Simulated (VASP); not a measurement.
# MgO (I4/mmm) in VASP: notebook

The runs below take MgO through single point, with r2SCAN.

All numbers are computed with VASP 6.6.1; they aren't measurements. Logs are shortened: lines on timing, memory, paths and dates and some standing lists are left out, and cuts for length are marked.

### Step 1. The cell of the first run

The structure is tetragonal, space group I4/mmm (No. 139). Conventional cell: a = 2.943 Å, b = 2.943 Å, c = 4.230 Å, α = 90.00°, β = 90.00°, γ = 90.00°. Mg (site symmetry 4/mmm) has 6 O at 2.08 to 2.11 Å within 2.8 Å. Within 2.8 Å of O (site symmetry 4/mmm) lie 6 Mg at 2.08 to 2.11 Å.

### Step 2. Single point, r2SCAN (in-plane strain -0.01)

Input file POSCAR:

```
MgO
1.0
    2.0811458410      2.0811458410      0.0000000000
   -2.0811458410      2.0811458410      0.0000000000
    0.0000000000      2.0811458410      2.1147805213
Mg O
1 1
Direct
    0.0000000000      0.0000000000      0.0000000000
    0.5000000000      0.5000000000      0.0000000000
```

Input file INCAR.step1:

```
PREC     = Accurate       # precision mode
ENCUT    = 520            # plane-wave cutoff, eV
ISMEAR   = 0              # smearing method
SIGMA    = 0.01           # smearing width, eV
LREAL    = F              # projectors in reciprocal space
LASPH    = T              # aspherical terms in the spheres
NELM     = 80             # most SCF steps
NBANDS   = 11             # bands
GGA      = PE             # functional
ALGO     = Normal         # electronic algorithm
EDIFF    = 1E-4           # SCF threshold, eV
LWAVE    = T              # write WAVECAR
LCHARG   = F              # write CHGCAR
```

Input file INCAR.step2:

```
PREC     = Accurate       # precision mode
ENCUT    = 520            # plane-wave cutoff, eV
EDIFF    = 1E-6           # SCF threshold, eV
ISMEAR   = 0              # smearing method
SIGMA    = 0.01           # smearing width, eV
LREAL    = F              # projectors in reciprocal space
LASPH    = T              # aspherical terms in the spheres
NELM     = 80             # most SCF steps
ALGO     = Normal         # electronic algorithm
ISIF     = 2              # what is computed and relaxed
LWAVE    = F              # write WAVECAR
LCHARG   = F              # write CHGCAR
METAGGA  = R2SCAN         # meta-GGA
LMIXTAU  = T            
NBANDS   = 11             # bands
ISTART   = 1
```

Input file KPOINTS:

```
Automatic mesh
0
Gamma
  10 10 10
```

Potentials or basis: VASP PAW PBE potentials, release 64 (Mg, O).

Started as:

```bash
> cat potpaw_PBE.64/Mg/POTCAR potpaw_PBE.64/O/POTCAR > POTCAR
> cp INCAR.step1 INCAR
> mpirun -np 1 vasp_std > vasp.out
> cp INCAR.step2 INCAR
> mpirun -np 1 vasp_std > vasp.out
```

OUTCAR:

```text
PREC = Accurate
   ENCUT = 520
   EDIFF = 1E-6
   ISMEAR = 0
   LREAL = F
   LASPH = T
   NELM = 80
   ISIF = 2
   METAGGA = R2SCAN
   ISTART = 1

 ion  position               nearest neighbor table
   1  0.000  0.000  0.000-   2 2.08   2 2.08   2 2.08   2 2.08   2 2.11   2 2.11
   2  0.500  0.500  0.000-   1 2.08   1 2.08   1 2.08   1 2.08   1 2.11   1 2.11

  LATTYP: Found a body centered tetragonal cell.
 ALAT       =     2.9431846736
 C/A-ratio  =     1.4370695392

  Lattice vectors:

 A1 = (   2.0811458410,   0.0000000000,  -2.1147805213)
 A2 = (  -2.0811458410,   0.0000000000,  -2.1147805213)
 A3 = (   0.0000000000,   2.0811458410,   2.1147805213)

Analysis of symmetry for initial positions (statically):
=====================================================================
 Subroutine PRICEL returns:
 Original cell was already a primitive cell.

 Routine SETGRP: Setting up the symmetry group for a
 body centered tetragonal supercell.

 Subroutine GETGRP returns: Found 16 space group operations
 (whereof 16 operations were pure point group operations)
 out of a pool of 16 trial point group operations.

The static configuration has the point symmetry D_4h.

Analysis of symmetry for dynamics (positions and initial velocities):
=====================================================================
 Subroutine PRICEL returns:
 Original cell was already a primitive cell.

 Routine SETGRP: Setting up the symmetry group for a
 body centered tetragonal supercell.

 Subroutine GETGRP returns: Found 16 space group operations
 (whereof 16 operations were pure point group operations)
 out of a pool of 16 trial point group operations.

The dynamic configuration has the point symmetry D_4h.

 Subroutine INISYM returns: Found 16 space group operations
 (whereof 16 operations are pure point group operations),
 and found     1 'primitive' translations

----------------------------------------------------------------------------------------

                                     Primitive cell

  volume of cell :      18.3189

  direct lattice vectors                    reciprocal lattice vectors
     2.081145841  2.081145841  0.000000000     0.240252264  0.240252264 -0.236431154
    -2.081145841  2.081145841  0.000000000    -0.240252264  0.240252264 -0.236431154
     0.000000000  2.081145841  2.114780521     0.000000000  0.000000000  0.472862309

  length of vectors
     2.943184674  2.943184674  2.967063307     0.413934767  0.413934767  0.472862309

  position of ions in fractional coordinates (direct lattice)
     0.000000000  0.000000000  0.000000000
     0.500000000  0.500000000  0.000000000

  ion indices of the primitive-cell ions
   primitive index   ion index
                 1           1
                 2           2

----------------------------------------------------------------------------------------

 KPOINTS: Automatic mesh

Automatic generation of k-mesh.
 Grid dimensions read from file:
 generate k-points for:   10   10   10

 Generating k-lattice:

  Cartesian coordinates                     Fractional coordinates (reciprocal lattice)
     0.024025226  0.024025226 -0.023643115     0.100000000  0.000000000 -0.000000000
    -0.024025226  0.024025226 -0.023643115     0.000000000  0.100000000 -0.000000000
     0.000000000  0.000000000  0.047286231     0.000000000  0.000000000  0.100000000

  Length of vectors
     0.041393477  0.041393477  0.047286231

  Shift w.r.t. Gamma in fractional coordinates (k-lattice)
     0.000000000  0.000000000  0.000000000

 Subroutine IBZKPT returns following result:
 ===========================================

 Found    102 irreducible k-points:

 Following reciprocal coordinates:
            Coordinates               Weight
  0.000000  0.000000  0.000000      1.000000
  0.100000  0.000000 -0.000000      8.000000
  0.200000  0.000000 -0.000000      8.000000
  0.300000  0.000000 -0.000000      8.000000
  0.400000  0.000000 -0.000000      8.000000
  0.500000  0.000000 -0.000000      4.000000
[... 16 lines left out ...]
  0.300000  0.300000 -0.000000      8.000000
  0.400000  0.300000 -0.000000     16.000000
 [... further k-points ...]
   k-points           NKPTS =    102   k-points in BZ     NKDIM =    102   number of bands    NBANDS=     11
   number of dos      NEDOS =    301   number of ions     NIONS =      2
   total plane-waves  NPLWV =  13824
   dimension x,y,z NGX =    24 NGY =   24 NGZ =   24
   dimension x,y,z NGXF=    48 NGYF=   48 NGZF=   48
   ions per type =               1   1
   NGX,Y,Z   is equivalent  to a cutoff of  13.56, 13.56, 13.45 a.u.
   NGXF,Y,Z  is equivalent  to a cutoff of  27.11, 27.11, 26.89 a.u.
 SYSTEM =  unknown system
   PREC   = accura    normal or accurate (medium, high low for compatibility)
   ISTART =      1    job   : 0-new  1-cont  2-samecut
   ICHARG =      0    charge: 1-file 2-atom 10-const
   ISPIN  =      1    spin polarized calculation?
   LNONCOLLINEAR =      F non collinear calculations
   LSORBIT =      F    spin-orbit coupling
   LASPH  =      T    aspherical Exc in radial PAW
   ENCUT  =  520.0 eV  38.22 Ry    6.18 a.u.   5.47  5.47  5.52*2*pi/ulx,y,z
   NELM   =     80;   NELMIN=  2; NELMDL=  0     # of ELM steps
   EDIFF  = 0.1E-05   stopping-criterion for ELM
   LREAL  =      F    real-space projection
   EDIFFG = 0.1E-04   stopping-criterion for IOM
   NSW    =      0    number of steps for IOM
   IBRION =     -1    ionic relax: 0-MD 1-quasi-New 2-CG
   NFREE  =      0    steps in history (QN), initial steepest desc. (CG)
   ISIF   =      2    stress and relaxation
   ISYM   =      2    0-nonsym 1-usesym 2-fastsym
   POTIM  = 0.5000    time-step for ionic-motion
   TEBEG  =    0.0;   TEEND  =   0.0 temperature during run
   PSTRESS=    0.0 pullay stress
   NELECT =       8.0000    total number of electrons
   NUPDOWN=      -1.0000    fix difference up-down
   EMIN   =  10.00;   EMAX   =-10.00  energy-range for DOS
   EFERMI =   0.00;   METHOD = LEGACY
   ISMEAR =     0;   SIGMA  =   0.01  broadening in eV -4-tet -1-fermi 0-gaus
   EFERMI_NEDOS =   21; number of points for ismear=-14 and -15
   IALGO  =     38    algorithm
   IMIX   =      4    mixing-type and parameters
     AMIX     =   0.40;   BMIX     =  1.00
     AMIX_MAG =   1.60;   BMIX_MAG =  1.00
  volume/ion in A,a.u.               =       9.16        61.81
  Fermi-wavevector in a.u.,A,eV,Ry     =   1.242047  2.347129 20.989448  1.542681
  Thomas-Fermi vector in A             =   2.376418
   LORBIT       =      0    0 simple, 1 ext, 2 COOP (PROOUT), +10 PAW based schemes
   METAGGA = R2SCAN    functional components
   LHFCALC =     F    Hartree Fock is set to
   AEXX    =    0.0000 exact exchange contribution
   IVDW    =     0    specifies the selected vdW correction
   LEPSILON=     F    determine dielectric tensor
   LRPA    =     F    only Hartree local field effects (RPA)
 non-spin polarized calculation
 Gauss-broadening in eV      SIGMA  =   0.01
  energy-cutoff  :      520.00
  volume of cell :       18.32
 maximum number of plane-waves:       531
 NGX is ok and might be reduce to    24
   NGX = 11   NGY = 11   NGZ = 11

 number of electron       8.0000003 magnetization

 Free energy of the ion-electron system (eV)
  ---------------------------------------------------
  ext. energy  EPLUGINS =         0.00000000
  ---------------------------------------------------
  free energy    TOTEN  =       -16.15838621 eV

  energy without entropy =      -16.15838621  energy(sigma->0) =      -16.15838621

 E-fermi :   3.0460     XC(G=0): -11.6959

 val. band max:        2.9428997575   @ k =   0.0000   0.0000   0.0000
 cond. band min:       8.7239056718   @ k =   0.0000   0.0000   0.0000
 fundamental gap:      5.7810059143
 Fermi energy:         3.0459810991

 k-point     1 :       0.0000    0.0000    0.0000
  band No.  band energies     occupation
      1     -15.3814      2.00000
      2       2.9097      2.00000
      3       2.9097      2.00000
      4       2.9429      2.00000
      5       8.7239      0.00000
      6      19.7571      0.00000
      7      19.9316      0.00000
      8      19.9316      0.00000
      9      24.0760      0.00000
     10      25.5933      0.00000
     11      26.1375      0.00000

 k-point     2 :       0.1000    0.0000   -0.0000
  band No.  band energies     occupation
      1     -15.2737      2.00000
      2       2.2864      2.00000
      3       2.8411      2.00000
      4       2.8573      2.00000
      5       9.3382      0.00000
      6      18.6243      0.00000
      7      20.0711      0.00000
      8      20.1957      0.00000
      9      24.9299      0.00000
     10      25.4134      0.00000
     11      25.8052      0.00000

 k-point     3 :       0.2000    0.0000   -0.0000
  band No.  band energies     occupation
      1     -14.9784      2.00000
      2       0.9511      2.00000
      3       2.6669      2.00000
      4       2.6671      2.00000
      5      10.5497      0.00000
      6      17.1206      0.00000
      7      20.5798      0.00000
      8      20.7663      0.00000
      9      24.3058      0.00000
     10      24.6611      0.00000
     11      26.9788      0.00000

 k-point     4 :       0.3000    0.0000   -0.0000
  band No.  band energies     occupation
      1     -14.5816      2.00000
      2      -0.4107      2.00000
      3       2.4436      2.00000
      4       2.4618      2.00000
      5      11.4905      0.00000
      6      16.5123      0.00000
      7      20.7010      0.00000
      8      21.0077      0.00000
      9      24.8641      0.00000
     10      25.0512      0.00000
     11      26.4036      0.00000
[... 239 lines left out ...]
 k-point    22 :      -0.2000    0.2000    0.0000
  band No.  band energies     occupation
      1     -14.8530      2.00000
      2       0.8905      2.00000
      3       2.3367      2.00000
      4       2.3998      2.00000
      5      11.2358      0.00000
      6      15.9983      0.00000
      7      21.1815      0.00000
      8      21.2064      0.00000
      9      21.2504      0.00000
     10      27.0164      0.00000
     11      30.8411      0.00000

 k-point    23 :       0.3000    0.3000   -0.0000
  band No.  band energies     occupation
      1     -13.9386      2.00000
      2      -0.5948      2.00000
      3       0.2009      2.00000
      4       1.9935      2.00000
      5      14.2093      0.00000
      6      16.1780      0.00000
      7      17.4116      0.00000
      8      21.9549      0.00000
      9      24.0846      0.00000
     10      26.0807      0.00000
     11      31.7637      0.00000

 k-point    24 :       0.4000    0.3000   -0.0000
  band No.  band energies     occupation
      1     -13.8445      2.00000
      2      -0.7033      2.00000
      3       0.2082      2.00000
      4       1.8104      2.00000
      5      14.1163      0.00000
      6      16.3506      0.00000
      7      16.9345      0.00000
      8      22.1991      0.00000
      9      23.0455      0.00000
     10      28.3800      0.00000
     11      32.1664      0.00000

 [... further k-points ...]
[... 5 lines left out ...]
  --------------------------------------------------------------------------------------
  -------------------------------------------------------------------------------------
  Total        0.2959197      0.2959197     -0.1213423      0.0000000      0.0000000      0.0000000
  in kB       25.8811835     25.8811835    -10.6126187      0.0000000      0.0000000      0.0000000
  external PRESSURE =      13.7165828 kB  Pullay stress =       0.0000000 kB

 VOLUME and BASIS-vectors are now :
 -----------------------------------------------------------------------------
  energy-cutoff  :      520.00
  volume of cell :       18.32
      direct lattice vectors                 reciprocal lattice vectors
     2.081145841  2.081145841  0.000000000     0.240252264  0.240252264 -0.236431154
    -2.081145841  2.081145841  0.000000000    -0.240252264  0.240252264 -0.236431154
     0.000000000  2.081145841  2.114780521     0.000000000  0.000000000  0.472862309

 POSITION                                       TOTAL-FORCE (eV/Angst)
 -----------------------------------------------------------------------------------
      0.00000      0.00000      0.00000        -0.000000      0.000000      0.000000
      0.00000      2.08115      0.00000         0.000000     -0.000000      0.000000
 -----------------------------------------------------------------------------------
    total drift:                                0.000000     -0.000000     -0.000000

  FREE ENERGIE OF THE ION-ELECTRON SYSTEM (eV)
  ---------------------------------------------------
  free  energy   TOTEN  =       -16.1583862090 eV

  energy  without entropy=      -16.1583862090  energy(sigma->0) =      -16.15838621
```

Wall time 1.7 min (1 thread of Intel Xeon 8259CL, shared host); peak memory 0.16 GiB.

Results:

```yaml
Free_energy: -16.1584 eV
Pressure: 1.4 GPa
Band_gap_on_the_k_mesh: 5.78 eV
```

Caveat: the cell differs from its parent crystal (in-plane strain -0.01); the PAW data sets were made with another functional, which shifts forces and pressure a little.

### Step 3. Single point, r2SCAN (film at in-plane strain -0.01)

POSCAR, as its differences from that of step 2:

```diff
@@ -4,3 +4,3 @@
    -2.0811458410      2.0811458410      0.0000000000
-    0.0000000000      2.0811458410      2.1147805213
+    0.0000000000      2.0811458410      2.1154212119
 Mg O
```

Input file INCAR.step1:

```
PREC     = Accurate       # precision mode
ENCUT    = 520            # plane-wave cutoff, eV
ISMEAR   = 0              # smearing method
SIGMA    = 0.01           # smearing width, eV
LREAL    = False          # projectors in reciprocal space
LASPH    = True           # aspherical terms in the spheres
NELM     = 100            # most SCF steps
NBANDS   = 11             # bands
GGA      = PE             # functional
ALGO     = Normal         # electronic algorithm
EDIFF    = 1E-4           # SCF threshold, eV
LWAVE    = True           # write WAVECAR
LCHARG   = False          # write CHGCAR
```

Input file INCAR.step2:

```
PREC     = Accurate       # precision mode
ENCUT    = 520            # plane-wave cutoff, eV
EDIFF    = 1E-6           # SCF threshold, eV
ISMEAR   = 0              # smearing method
SIGMA    = 0.01           # smearing width, eV
LREAL    = False          # projectors in reciprocal space
LASPH    = True           # aspherical terms in the spheres
NELM     = 100            # most SCF steps
ALGO     = Normal         # electronic algorithm
ISIF     = 2              # what is computed and relaxed
LWAVE    = False          # write WAVECAR
LCHARG   = True           # write CHGCAR
METAGGA  = R2SCAN         # meta-GGA
LMIXTAU  = True         
LELF     = True           # ELF
LVHAR    = True         
NBANDS   = 11             # bands
ISTART   = 1
```

Input file KPOINTS:

```
regular mesh
0
Gamma
  10 10 10
```

Potentials or basis: VASP PAW PBE potentials, release 64 (Mg, O).

Started as:

```bash
> cat potpaw_PBE.64/Mg/POTCAR potpaw_PBE.64/O/POTCAR > POTCAR
> cp INCAR.step1 INCAR
> mpirun -np 1 vasp_std > vasp.out
> cp INCAR.step2 INCAR
> mpirun -np 1 vasp_std > vasp.out
```

Run time: 92 s. Hardware: 1 thread of Intel Xeon 8259CL, shared host; peak memory 0.16 GiB.

Results (log left out):

```
Free energy            : -16.1584 eV
Pressure               : 1.3 GPa
Band gap on the k mesh : 5.78 eV
```

Stress tensor (GPa, compression positive):
```
 2.56  0.00  0.00
 0.00  2.56  0.00
 0.00  0.00 -1.15
```

Levels at points of the mesh, in eV from the valence-band top:
```
           k point  band 2  band 3  band 4  band 5  band 6  band 7
(0.00, 0.00, 0.00)   -0.03   -0.03    0.00    5.78   16.81   16.99
(0.50, 0.00, 0.00)   -4.72   -0.74   -0.70    8.90   14.01   17.42
(0.50, 0.50, 0.00)   -4.18   -1.50   -1.40    9.98   11.25   14.56
(0.00, 0.00, 0.50)   -4.24   -1.38   -1.38   10.15   11.28   14.34
```

Caveat: the cell differs from its parent crystal (film at in-plane strain -0.01); the PAW data sets were made with another functional, which shifts forces and pressure a little.

### Step 4. Single point, r2SCAN (in-plane strain -0.005, then relaxed in part)

Input file POSCAR:

```
MgO
1.0
    2.0916566786      2.0916566786      0.0000000000
   -2.0916566786      2.0916566786      0.0000000000
    0.0000000000      2.0916566786      2.1084740188
Mg O
1 1
Direct
    0.0000000000      0.0000000000      0.0000000000
    0.5000000000      0.5000000000      0.0000000000
```

Input file INCAR.step1:

```
SYSTEM = MgO
ALGO = Normal ; EDIFF = 1E-4
ENCUT = 520 ; GGA = PE
ISMEAR = 0 ; LASPH = .TRUE.
LCHARG = .FALSE. ; LREAL = .FALSE.
LWAVE = .TRUE. ; NBANDS = 11
NELM = 60 ; PREC = Accurate
SIGMA = 0.01
```

Input file INCAR.step2:

```
SYSTEM = MgO
ALGO = Normal ; EDIFF = 1E-7
ENCUT = 520 ; ISIF = 2
ISMEAR = 0 ; ISTART = 1
LASPH = .TRUE. ; LCHARG = .FALSE.
LMIXTAU = .TRUE. ; LREAL = .FALSE.
LWAVE = .FALSE. ; METAGGA = R2SCAN
NBANDS = 11 ; NELM = 60
PREC = Accurate ; SIGMA = 0.01
```

Input file KPOINTS:

```
k-points
0
G
  10 10 10
  0 0 0
```

Started as:

```bash
> cat potpaw_PBE.64/Mg/POTCAR potpaw_PBE.64/O/POTCAR > POTCAR
> cp INCAR.step1 INCAR
> mpirun -np 1 vasp_std > vasp.out
> cp INCAR.step2 INCAR
> mpirun -np 1 vasp_std > vasp.out
```

Wall time 2 min (1 thread of Intel Xeon 8259CL, shared host); peak memory 0.16 GiB.

It converged, with:

```
Free energy            : -16.1608 eV
Pressure               : 0.1 GPa
Band gap on the k mesh : 5.72 eV
```

Stress tensor (GPa, compression positive):
```
 0.66  0.00  0.00
 0.00  0.66  0.00
 0.00  0.00 -1.11
```

Levels at points of the mesh, in eV from the valence-band top:
| k point | band 1 | band 2 | band 3 | band 4 | band 5 | band 6 | band 7 | band 8 |
| --- | --- | --- | --- | --- | --- | --- | --- | --- |
| (0.00, 0.00, 0.00) | -18.28 | -0.02 | -0.02 | 0.00 | 5.72 | 16.84 | 16.93 | 16.93 |
| (0.50, 0.00, 0.00) | -17.00 | -4.68 | -0.71 | -0.69 | 8.87 | 13.94 | 17.45 | 17.64 |
| (0.50, 0.50, 0.00) | -16.74 | -4.15 | -1.44 | -1.39 | 10.01 | 11.19 | 14.46 | 20.45 |
| (0.00, 0.00, 0.50) | -16.76 | -4.18 | -1.38 | -1.38 | 10.09 | 11.20 | 14.35 | 20.62 |

Caveat: the cell differs from its parent crystal (in-plane strain -0.005, then relaxed in part); the PAW data sets were made with another functional, which shifts forces and pressure a little.

[end of part 1 of 2]
